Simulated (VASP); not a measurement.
# MgO (P6_3/mmc) in VASP: notebook, part 2 of 2

VASP 6.6.1.

### Step 4. Single point, r2SCAN

This run uses another cell than the first one, of 11.00 Å³/atom, 0.967 times its volume.

POSCAR reads:

```
MgO
1.0
    3.4840780556      0.0000000000      0.0000000000
   -1.7420390278      3.0173001049      0.0000000000
    0.0000000000      0.0000000000      4.1853174871
Mg O
2 2
Direct
    0.6666666667      0.3333333333      0.7500000000
    0.3333333333      0.6666666667      0.2500000000
    0.6666666667      0.3333333333      0.2500000000
    0.3333333333      0.6666666667      0.7500000000
```

INCAR.step1 reads:

```
ALGO     = Normal         # electronic algorithm
EDIFF    = 1E-4           # SCF threshold, eV
ENCUT    = 520            # plane-wave cutoff, eV
GGA      = PE             # functional
ISMEAR   = -1             # smearing method
LASPH    = True           # aspherical terms in the spheres
LCHARG   = False          # write CHGCAR
LREAL    = False          # projectors in reciprocal space
LWAVE    = True           # write WAVECAR
NBANDS   = 16             # bands
NELM     = 100            # most SCF steps
PREC     = Accurate       # precision mode
SIGMA    = 0.02           # smearing width, eV
```

INCAR.step2 reads:

```
ALGO     = Normal         # electronic algorithm
EDIFF    = 1E-7           # SCF threshold, eV
ENCUT    = 520            # plane-wave cutoff, eV
ISIF     = 2              # what is computed and relaxed
ISMEAR   = -1             # smearing method
ISTART   = 1            
LASPH    = True           # aspherical terms in the spheres
LCHARG   = False          # write CHGCAR
LMIXTAU  = True         
LREAL    = False          # projectors in reciprocal space
LWAVE    = False          # write WAVECAR
METAGGA  = R2SCAN         # meta-GGA
NBANDS   = 16             # bands
NELM     = 100            # most SCF steps
PREC     = Accurate       # precision mode
SIGMA    = 0.02           # smearing width, eV
```

KPOINTS reads:

```
k-points
0
Gamma
  12 12 6
```

On the command line:

```
> cat potpaw_PBE.64/Mg/POTCAR potpaw_PBE.64/O/POTCAR > POTCAR
> cp INCAR.step1 INCAR
> mpirun -np 1 vasp_std > vasp.out
> cp INCAR.step2 INCAR
> mpirun -np 1 vasp_std > vasp.out
```

It took 80 s on 1 thread of Intel Xeon 6975P-C (Granite Rapids), shared host; peak memory 0.19 GiB.

The run converged. Its results:

| Item | Value |
| --- | --- |
| Free energy | -32.0699 eV |
| Pressure | -0.8 GPa |
| Band gap on the k mesh | 4.08 eV, direct |

Stress tensor (GPa, compression positive):
```
-0.67  0.00  0.00
 0.00 -0.67  0.00
 0.00  0.00 -0.96
```

Levels at points of the mesh, in eV from the valence-band top:
```
           k point  band 4  band 5  band 6  band 7  band 8  band 9  band 10  band 11  band 12  band 13
(0.00, 0.00, 0.00)   -1.77   -1.77   -0.84   -0.84    0.00    4.08    10.38    13.16    13.47    13.47
(0.50, 0.00, 0.00)   -2.40   -2.38   -1.97   -1.31   -0.54    7.66    10.01    10.62    13.27    13.94
(0.00, 0.00, 0.50)   -2.42   -1.32   -1.32   -1.32   -1.32    7.14     7.14    13.85    13.85    13.85
(0.50, 0.00, 0.50)   -3.88   -1.56   -1.56   -0.83   -0.83    8.03     8.03    13.02    13.02    15.15
```

Caveat: the PAW data sets were made with another functional, which shifts forces and pressure a little. A k mesh can miss the band edges.

### Step 5. Relaxation of cell and atoms, r2SCAN

POSCAR reads:

```
MgO
1.0
    3.5206077921      0.0000000000      0.0000000000
   -1.7603038961      3.0489357847      0.0000000000
    0.0000000000      0.0000000000      4.2381122604
Mg O
2 2
Direct
    0.6666666667      0.3333333333      0.7500000000
    0.3333333333      0.6666666667      0.2500000000
    0.6666666667      0.3333333333      0.2500000000
    0.3333333333      0.6666666667      0.7500000000
```

INCAR.step1 reads:

```
SYSTEM = MgO
PREC = Accurate
ENCUT = 600
ISMEAR = -1
SIGMA = 0.02
LREAL = .FALSE.
LASPH = .TRUE.
NELM = 100
GGA = PE
ALGO = Normal
EDIFF = 1E-4
LWAVE = .TRUE.
LCHARG = .FALSE.
```

INCAR.step2 reads:

```
SYSTEM = MgO
PREC = Accurate
ENCUT = 600
EDIFF = 1E-7
ISMEAR = -1
SIGMA = 0.02
LREAL = .FALSE.
LASPH = .TRUE.
NELM = 100
ALGO = Normal
ISIF = 3
LWAVE = .FALSE.
LCHARG = .FALSE.
METAGGA = R2SCAN
LMIXTAU = .TRUE.
IBRION = 2
NSW = 80
EDIFFG = -0.005
ISTART = 1
```

KPOINTS reads:

```
regular mesh
0
G
  12 12 6
  0 0 0
```

Potentials or basis: VASP PAW PBE potentials, release 64 (Mg, O).

On the command line:

```
> cat potpaw_PBE.64/Mg/POTCAR potpaw_PBE.64/O/POTCAR > POTCAR
> cp INCAR.step1 INCAR
> mpirun -np 1 vasp_std > vasp.out
> cp INCAR.step2 INCAR
> mpirun -np 1 vasp_std > vasp.out
```

OUTCAR:

```text
SYSTEM = MgO
   PREC = Accurate
   ENCUT = 600
   EDIFF = 1E-7
   ISMEAR = -1
   LREAL = .FALSE.
   LASPH = .TRUE.
   NELM = 100
   ISIF = 3
   METAGGA = R2SCAN
   IBRION = 2
   NSW = 80
   EDIFFG = -0.005
   ISTART = 1

 ion  position               nearest neighbor table
   1  0.667  0.333  0.750-   4 2.03   4 2.03   4 2.03   3 2.12   3 2.12   2 2.94   2 2.94   2 2.94
                             2 2.94   2 2.94   2 2.94
   2  0.333  0.667  0.250-   3 2.03   3 2.03   3 2.03   4 2.12   4 2.12   1 2.94   1 2.94   1 2.94
                             1 2.94   1 2.94   1 2.94
   3  0.667  0.333  0.250-   2 2.03   2 2.03   2 2.03   1 2.12   1 2.12
   4  0.333  0.667  0.750-   1 2.03   1 2.03   1 2.03   2 2.12   2 2.12

  LATTYP: Found a hexagonal cell.
 ALAT       =     3.5206077921
 C/A-ratio  =     1.2038013067

  Lattice vectors:

 A1 = (   3.5206077921,   0.0000000000,   0.0000000000)
 A2 = (  -1.7603038961,   3.0489357847,   0.0000000000)
 A3 = (   0.0000000000,   0.0000000000,   4.2381122604)

Analysis of symmetry for initial positions (statically):
=====================================================================
 Subroutine PRICEL returns:
 Original cell was already a primitive cell.

 Routine SETGRP: Setting up the symmetry group for a
 hexagonal supercell.
[... 400 lines left out ...]

 number of electron      15.9999999 magnetization

 Free energy of the ion-electron system (eV)
  ---------------------------------------------------
  ext. energy  EPLUGINS =         0.00000000
  ---------------------------------------------------
  free energy    TOTEN  =       -32.08123253 eV

  energy without entropy =      -32.08123253  energy(sigma->0) =      -32.08123253

 E-fermi :   2.0396     XC(G=0): -10.5941

 val. band max:        1.6375815209   @ k =   0.0000   0.0000   0.0000
 cond. band min:       5.7594241064   @ k =   0.0000   0.0000   0.0000
 fundamental gap:      4.1218425855
 Fermi energy:         2.0395985486

 k-point     1 :       0.0000    0.0000    0.0000
  band No.  band energies     occupation
      1     -16.2849      2.00000
      2     -14.9023      2.00000
      3      -2.0656      2.00000
      4      -0.1427      2.00000
      5      -0.1427      2.00000
      6       0.7952      2.00000
      7       0.7952      2.00000
      8       1.6376      2.00000
      9       5.7594      0.00000
     10      12.0870      0.00000
     11      14.8748      0.00000
     12      15.1541      0.00000
[... 331 lines left out ...]
 k-point    24 :       0.3333    0.0000    0.1667
  band No.  band energies     occupation
      1     -15.7700      2.00000
      2     -15.0725      2.00000
      3      -1.8943      2.00000
      4      -1.0418      2.00000
      5      -0.5409      2.00000
      6      -0.3185      2.00000
      7       0.9114      2.00000
      8       1.0306      2.00000
      9       8.6233      0.00000
     10      11.5480      0.00000
     11      13.0984      0.00000
     12      15.0116      0.00000

 [... further k-points ...]

------------------------ aborting loop because EDIFF is reached ----------------------------------------

  FORCE on cell =-STRESS in cart. coord.  units (eV):
  Direction    XX          YY          ZZ          XY          YZ          ZX
  --------------------------------------------------------------------------------------
  -------------------------------------------------------------------------------------
  Total        0.0072481      0.0072481      0.0085657     -0.0000000     -0.0000000      0.0000000
  in kB        0.2658418      0.2658418      0.3141668     -0.0000000     -0.0000000      0.0000000
  external PRESSURE =       0.2819501 kB  Pullay stress =       0.0000000 kB
[... 19 lines left out ...]
  FREE ENERGIE OF THE ION-ELECTRON SYSTEM (eV)
  ---------------------------------------------------
  free  energy   TOTEN  =       -32.0812325284 eV

  energy  without entropy=      -32.0812325284  energy(sigma->0) =      -32.08123253

 reached required accuracy - stopping structural energy minimisation
```

OSZICAR.step1:

```text
N       E                     dE             d eps       ncg     rms          rms(c)
DAV:   1     0.834738217976E+02    0.83474E+02   -0.84623E+03  1824   0.132E+03
DAV:   2    -0.218882930942E+02   -0.10536E+03   -0.96176E+02  2624   0.252E+02
DAV:   3    -0.276150678813E+02   -0.57268E+01   -0.56981E+01  2256   0.646E+01
DAV:   4    -0.276502338661E+02   -0.35166E-01   -0.35160E-01  2076   0.595E+00
DAV:   5    -0.276504835187E+02   -0.24965E-03   -0.24964E-03  2288   0.490E-01    0.112E+01
DAV:   6    -0.237472943921E+02    0.39032E+01   -0.15710E+01  2068   0.333E+01    0.369E+00
DAV:   7    -0.236974911824E+02    0.49803E-01   -0.22296E-01  1956   0.465E+00    0.212E+00
DAV:   8    -0.236825643678E+02    0.14927E-01   -0.93537E-02  1968   0.425E+00    0.442E-01
DAV:   9    -0.236816076640E+02    0.95670E-03   -0.26422E-02  2264   0.145E+00    0.215E-01
DAV:  10    -0.236814125345E+02    0.19513E-03   -0.29066E-03  1864   0.528E-01    0.328E-02
DAV:  11    -0.236814329527E+02   -0.20418E-04   -0.80928E-05  1588   0.885E-02
   1 F= -.23681433E+02 E0= -.23681433E+02  d E =-.443260E-12
```

It took 7.2 min on 1 thread of Intel Xeon 6975P-C (Granite Rapids), shared host; peak memory 0.22 GiB.

Results:

- Free energy: -32.0812 eV
- Relaxed volume: 10.92 Å³/atom
- Relaxed cell: a = 3.477 Å, b = 3.477 Å, c = 4.172 Å, α = 90.00°, β = 90.00°, γ = 120.00°
- Space group after relaxing (to 0.05 Å): P6_3/mmc (No. 194)
- Energy gained by relaxing: 7.7 meV/atom
- Ionic steps: 7
- Pressure after relaxing: 0.0 GPa
- Band gap on the k mesh: 4.12 eV, direct

Step by step:
| step | energy change (eV) | largest force (eV/Å) | pressure (GPa) | volume (Å³) |
| --- | --- | --- | --- | --- |
| 1 | 0.0000 | 0.0000 | -5.26 | 45.49 |
| 2 | -0.0271 | 0.0000 | 2.05 | 43.08 |
| 3 | -0.0309 | 0.0000 | 0.02 | 43.68 |
| 4 | -0.0309 | 0.0000 | -0.10 | 43.72 |
| 5 | -0.0309 | 0.0000 | -0.10 | 43.72 |
| 6 | -0.0309 | 0.0000 | -0.10 | 43.72 |
| 7 | -0.0309 | 0.0000 | 0.03 | 43.68 |

Final structure:
```xyz
4
Lattice="3.4769 0.0000 0.0000 -1.7385 3.0111 0.0000 0.0000 0.0000 4.1724" Properties=species:S:1:pos:R:3 pbc="T T T"
Mg    1.7385    1.0037    3.1293
Mg    0.0000    2.0074    1.0431
O     1.7385    1.0037    1.0431
O     0.0000    2.0074    3.1293
```

Caveat: the PAW data sets were made with another functional, which shifts forces and pressure a little.

### Step 6. Single point, PBE

This run uses another cell than the first one, of 11.00 Å³/atom, 0.967 times its volume.

INCAR reads:

```
SYSTEM = MgO
PREC = Accurate ; ENCUT = 520
EDIFF = 1E-7 ; ISMEAR = 0
SIGMA = 0.01 ; LREAL = .False.
LASPH = .True. ; NELM = 100
ALGO = Normal ; ISIF = 2
LWAVE = .False. ; LCHARG = .True.
GGA = PE ; LELF = .True.
LVHAR = .True. ; NBANDS = 16
```

KPOINTS reads:

```
Automatic mesh
0
Gamma
  6 6 4
  0 0 0
```

POSCAR reads:

```
MgO
1.0
    3.4840780556      0.0000000000      0.0000000000
   -1.7420390278      3.0173001049      0.0000000000
    0.0000000000      0.0000000000      4.1853174871
Mg O
2 2
Direct
    0.6666666667      0.3333333333      0.7500000000
    0.3333333333      0.6666666667      0.2500000000
    0.6666666667      0.3333333333      0.2500000000
    0.3333333333      0.6666666667      0.7500000000
```

Potentials or basis: VASP PAW PBE potentials, release 64 (Mg, O).

On the command line:

```
> cat potpaw_PBE.64/Mg/POTCAR potpaw_PBE.64/O/POTCAR > POTCAR
> mpirun -np 1 vasp_std > vasp.out
```

OUTCAR:

```text
SYSTEM = MgO
   PREC = Accurate
   ENCUT = 520
   EDIFF = 1E-7
   ISMEAR = 0
   LREAL = .False.
   LASPH = .True.
   NELM = 100
   ISIF = 2
   GGA = PE

 ion  position               nearest neighbor table
   1  0.667  0.333  0.750-   4 2.01   4 2.01   4 2.01   3 2.09   3 2.09   2 2.90   2 2.90   2 2.90
                             2 2.90   2 2.90   2 2.90
   2  0.333  0.667  0.250-   3 2.01   3 2.01   3 2.01   4 2.09   4 2.09   1 2.90   1 2.90   1 2.90
                             1 2.90   1 2.90   1 2.90
   3  0.667  0.333  0.250-   2 2.01   2 2.01   2 2.01   1 2.09   1 2.09
   4  0.333  0.667  0.750-   1 2.01   1 2.01   1 2.01   2 2.09   2 2.09

  LATTYP: Found a hexagonal cell.
 ALAT       =     3.4840780556
 C/A-ratio  =     1.2012697248

  Lattice vectors:

 A1 = (   3.4840780556,   0.0000000000,   0.0000000000)
 A2 = (  -1.7420390278,   3.0173001049,   0.0000000000)
 A3 = (   0.0000000000,   0.0000000000,   4.1853174871)

Analysis of symmetry for initial positions (statically):
=====================================================================
 Subroutine PRICEL returns:
 Original cell was already a primitive cell.

 Routine SETGRP: Setting up the symmetry group for a
 hexagonal supercell.

 Subroutine GETGRP returns: Found 24 space group operations
 (whereof 12 operations were pure point group operations)
 out of a pool of 24 trial point group operations.

The static configuration has the point symmetry D_3d.
 The point group associated with its full space group is D_6h.

Analysis of symmetry for dynamics (positions and initial velocities):
=====================================================================
 Subroutine PRICEL returns:
 Original cell was already a primitive cell.

 Routine SETGRP: Setting up the symmetry group for a
 hexagonal supercell.

 Subroutine GETGRP returns: Found 24 space group operations
 (whereof 12 operations were pure point group operations)
[... 123 lines left out ...]
     AMIX_MAG =   1.60;   BMIX_MAG =  1.00
  volume/ion in A,a.u.               =      11.00        74.23
  Fermi-wavevector in a.u.,A,eV,Ry     =   1.168521  2.208185 18.577960  1.365442
  Thomas-Fermi vector in A             =   2.305007
   LORBIT       =      0    0 simple, 1 ext, 2 COOP (PROOUT), +10 PAW based schemes
   GGA     = PE    functional components
   LHFCALC =     F    Hartree Fock is set to
   AEXX    =    0.0000 exact exchange contribution
   IVDW    =     0    specifies the selected vdW correction
   LEPSILON=     F    determine dielectric tensor
   LRPA    =     F    only Hartree local field effects (RPA)
 non-spin polarized calculation
 Gauss-broadening in eV      SIGMA  =   0.01
  energy-cutoff  :      520.00
  volume of cell :       44.00
 maximum number of plane-waves:      1204
 NGX is ok and might be reduce to    28
   NGX = 13   NGY = 13   NGZ = 15

 number of electron      15.9999998 magnetization

 Free energy of the ion-electron system (eV)
  ---------------------------------------------------
  ext. energy  EPLUGINS =         0.00000000
  ---------------------------------------------------
  free energy    TOTEN  =       -23.65786496 eV

  energy without entropy =      -23.65786496  energy(sigma->0) =      -23.65786496

 E-fermi :   2.0798     XC(G=0): -10.0729

 val. band max:        2.0085459380   @ k =   0.0000   0.0000   0.0000
 cond. band min:       5.4423133534   @ k =   0.0000   0.0000   0.0000
 fundamental gap:      3.4337674154
 Fermi energy:         2.0798349401

 k-point     1 :       0.0000    0.0000    0.0000
  band No.  band energies     occupation
      1     -14.9310      2.00000
      2     -13.5358      2.00000
      3      -1.6406      2.00000
      4       0.2725      2.00000
      5       0.2725      2.00000
      6       1.1985      2.00000
[... 376 lines left out ...]
      3      -1.5901      2.00000
      4      -1.5901      2.00000
      5      -0.4784      2.00000
      6      -0.4784      2.00000
[... 8 lines left out ...]
     15      19.5330      0.00000
     16      19.5330      0.00000

------------------------ aborting loop because EDIFF is reached ----------------------------------------

  FORCE on cell =-STRESS in cart. coord.  units (eV):
  Direction    XX          YY          ZZ          XY          YZ          ZX
  --------------------------------------------------------------------------------------
  -------------------------------------------------------------------------------------
  Total        1.0479623      1.0479623      1.1776445     -0.0000000      0.0000000      0.0000000
  in kB       38.1611486     38.1611486     42.8834773     -0.0000000      0.0000000      0.0000000
  external PRESSURE =      39.7352581 kB  Pullay stress =       0.0000000 kB

 VOLUME and BASIS-vectors are now :
 -----------------------------------------------------------------------------
  energy-cutoff  :      520.00
  volume of cell :       44.00
      direct lattice vectors                 reciprocal lattice vectors
     3.484078056  0.000000000  0.000000000     0.287019976  0.165711060  0.000000000
    -1.742039028  3.017300105  0.000000000     0.000000000  0.331422121  0.000000000
     0.000000000  0.000000000  4.185317487     0.000000000  0.000000000  0.238930500

 POSITION                                       TOTAL-FORCE (eV/Angst)
 -----------------------------------------------------------------------------------
      1.74204      1.00577      3.13899         0.000000     -0.000000      0.000000
     -0.00000      2.01153      1.04633         0.000000      0.000000      0.000000
      1.74204      1.00577      1.04633         0.000000     -0.000000     -0.000000
     -0.00000      2.01153      3.13899        -0.000000      0.000000      0.000000
 -----------------------------------------------------------------------------------
    total drift:                               -0.000000      0.000000     -0.000000

  FREE ENERGIE OF THE ION-ELECTRON SYSTEM (eV)
  ---------------------------------------------------
  free  energy   TOTEN  =       -23.6578649645 eV

  energy  without entropy=      -23.6578649645  energy(sigma->0) =      -23.65786496
```

OSZICAR:

```text
N       E                     dE             d eps       ncg     rms          rms(c)
DAV:   1     0.618894858732E+02    0.61889E+02   -0.78315E+03   672   0.910E+02
DAV:   2    -0.236833639598E+02   -0.85573E+02   -0.77214E+02   928   0.197E+02
DAV:   3    -0.276504035670E+02   -0.39670E+01   -0.39505E+01   792   0.436E+01
DAV:   4    -0.276674078905E+02   -0.17004E-01   -0.17004E-01   776   0.329E+00
DAV:   5    -0.276674916179E+02   -0.83727E-04   -0.83727E-04   760   0.223E-01    0.112E+01
DAV:   6    -0.237214029052E+02    0.39461E+01   -0.10357E+01   680   0.249E+01    0.354E+00
DAV:   7    -0.236750487807E+02    0.46354E-01   -0.14788E-01   680   0.310E+00    0.212E+00
DAV:   8    -0.236596722349E+02    0.15377E-01   -0.92960E-02   696   0.326E+00    0.517E-01
DAV:   9    -0.236569781144E+02    0.26941E-02   -0.63396E-03   816   0.717E-01    0.114E-01
DAV:  10    -0.236578474638E+02   -0.86935E-03   -0.88738E-04   672   0.203E-01    0.345E-02
DAV:  11    -0.236578665238E+02   -0.19060E-04   -0.23404E-05   728   0.364E-02    0.206E-02
DAV:  12    -0.236578651948E+02    0.13290E-05   -0.10180E-05   688   0.255E-02    0.353E-03
DAV:  13    -0.236578649767E+02    0.21811E-06   -0.86530E-07   736   0.702E-03    0.497E-04
DAV:  14    -0.236578649645E+02    0.12152E-07   -0.19391E-08   408   0.137E-03
   1 F= -.23657865E+02 E0= -.23657865E+02  d E =-.332421E-26
```

stdout:

```text
POSCAR found type information on POSCAR MgO
 POSCAR found :  2 types and       4 ions
 scaLAPACK will be used
 LDA part: xc-table for (Slater+PW92), standard interpolation
 POSCAR, INCAR and KPOINTS ok, starting setup
 FFT: planning ... GRIDC
 FFT: planning ... GRID_SOFT
 FFT: planning ... GRID
 WAVECAR not read
 entering main loop
```

Run time: 12 s. Hardware: 1 thread of AMD EPYC 9R45 (Zen 5), shared host; peak memory 0.13 GiB.

What came out:

| Item | Value |
| --- | --- |
| Free energy | -23.6579 eV |
| Pressure | 4.0 GPa |
| Band gap on the k mesh | 3.43 eV, direct |

Stress tensor (GPa, compression positive):
```
3.82 0.00 0.00
0.00 3.82 0.00
0.00 0.00 4.29
```

### Step 7. The runs side by side

| task | level | cell | k mesh | cutoff (eV) | smearing | gap on the mesh (eV) | pressure (GPa) | relaxed volume (Å³/atom) |
| --- | --- | --- | --- | --- | --- | --- | --- | --- |
| single point | PBE | a = 3.521, b = 3.521, c = 4.238 Å, angles 90.0, 90.0, 120.0°, 4 atoms | 12 × 12 × 6 | 520 | fermi-dirac 0.02 eV | 3.26 | -0.5 | - |
| relaxation of cell and atoms | PBE | relaxed from a = 3.486, b = 3.486, c = 4.178 Å, angles 90.0, 90.0, 120.0°, 4 atoms | 12 × 12 × 6 | 600 | fermi-dirac 0.02 eV | 3.29 | 0.0 | 11.31 |
| single point | r2SCAN | a = 3.484, b = 3.484, c = 4.185 Å, angles 90.0, 90.0, 120.0°, 4 atoms | 12 × 12 × 6 | 520 | fermi-dirac 0.02 eV | 4.08 | -0.8 | - |
| relaxation of cell and atoms | r2SCAN | relaxed from a = 3.521, b = 3.521, c = 4.238 Å, angles 90.0, 90.0, 120.0°, 4 atoms | 12 × 12 × 6 | 600 | fermi-dirac 0.02 eV | 4.12 | 0.0 | 10.92 |
| single point | PBE | a = 3.484, b = 3.484, c = 4.185 Å, angles 90.0, 90.0, 120.0°, 4 atoms | 6 × 6 × 4 | 520 | gaussian 0.01 eV | 3.43 | 4.0 | - |

Alike in all rows: potentials or basis VASP PAW PBE potentials, release 64 (Mg, O); no spin polarisation.

Caveats: the PAW data sets were made with another functional, which shifts forces and pressure a little (some runs).

Absolute energies hang on the potentials; compare differences alone.
